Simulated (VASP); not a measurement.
Wanted: the native input for a VASP 6.6.1 run.

- Task: single point
- Functional: PBE
- Potentials or basis: VASP PAW PBE potentials, release 64 (Ba_sv, Te)
- Cutoff: 520 eV
- k mesh: 9 × 9 × 9
- Occupations: fermi-dirac, width 0.03 eV
- Spin: no spin polarisation
- Dipole correction: no
- Further INCAR settings: ALGO = Normal; EDIFF = 1e-06; NBANDS = 15

The structure of BaTe (rocksalt type) lies in POSCAR:

```
BaTe
1.0
    0.0000000000      3.5319393765      3.5319393765
    3.5319393765      0.0000000000      3.5319393765
    3.5319393765      3.5319393765      0.0000000000
Ba Te
1 1
Direct
    0.0000000000      0.0000000000      0.0000000000
    0.5000000000      0.5000000000      0.5000000000
```

The input as run:

INCAR

```
SYSTEM = BaTe
  PREC = Accurate
  ENCUT = 520
  EDIFF = 1E-6
  ISMEAR = -1
  SIGMA = 0.03
  LREAL = .False.
  LASPH = .True.
  NELM = 80
  ALGO = Normal
  ISIF = 2
  LWAVE = .False.
  LCHARG = .False.
  GGA = PE
  NBANDS = 15
```

KPOINTS

```
regular mesh
0
Gamma
  9 9 9
  0 0 0
```

Potentials or basis: VASP PAW PBE potentials, release 64 (Ba_sv, Te).

Launch:

```console
$ cat potpaw_PBE.64/Ba_sv/POTCAR potpaw_PBE.64/Te/POTCAR > POTCAR
$ mpirun -np 1 vasp_std > vasp.out
```

It gave:

| Item | Value |
| --- | --- |
| Pressure | 0.3 GPa |
| Band gap on the k mesh | 1.61 eV, indirect (least direct gap 1.99 eV) |

Caveat: spin-orbit coupling is left out, which moves the levels of the heavy elements.

It took 50 s on 1 thread of Intel(R) Xeon(R) Platinum 8375C CPU @ 2.90GHz (Ice Lake), on a shared host, peak memory 0.25 GiB.
